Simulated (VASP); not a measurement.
**MoS2: single point with PBE+D3(BJ)**

The system is MoS2, a sheet with vacuum.

```
CELL_PARAMETERS angstrom
3.16000 0.00000 0.00000
-1.58000 2.73664 0.00000
0.00000 0.00000 25.28000
ATOMIC_POSITIONS crystal
S 0.66667 0.33333 0.31832
S 0.66667 0.33333 0.44206
S 0.33333 0.66667 0.55794
S 0.33333 0.66667 0.68168
Mo 0.33333 0.66667 0.38023
Mo 0.66667 0.33333 0.61977
```

```
Program                : VASP 6.6.1
Task                   : single point
Functional             : PBE
Dispersion             : D3(BJ)
Potentials or basis    : VASP PAW PBE potentials, release 64 (S, Mo_sv)
Cutoff                 : 520 eV
k mesh                 : 12 × 12 × 1
Occupations            : gaussian, width 0.01 eV
Spin                   : no spin polarisation
Dipole correction      : yes
Further INCAR settings : ALGO = Normal; EDIFF = 1e-07; NBANDS = 35
```

| Item | Value |
| --- | --- |
| Largest force | 0.013 eV/Å |
| Band gap on the k mesh | 1.21 eV, indirect (least direct gap 1.72 eV) |
| Dispersion energy per atom | -0.374 eV |

Forces on the atoms (eV/Å):
```
S    0.000  0.000  0.013
S    0.000  0.000 -0.011
S    0.000  0.000  0.011
S    0.000  0.000 -0.013
Mo   0.000  0.000 -0.003
Mo   0.000  0.000  0.003
```

Levels at points of the mesh, in eV from the valence-band top:
```tsv
k point	band 24	band 25	band 26	band 27	band 28	band 29
(0.00, 0.00, 0.00)	-1.77	-0.75	0.00	2.29	2.29	2.31
(0.50, 0.00, 0.00)	-1.39	-1.20	-1.13	1.81	1.83	2.26
```

Run time: 2.5 min on 1 thread of Intel(R) Xeon(R) 6975P-C (Granite Rapids), on a shared host, peak memory 0.39 GiB.
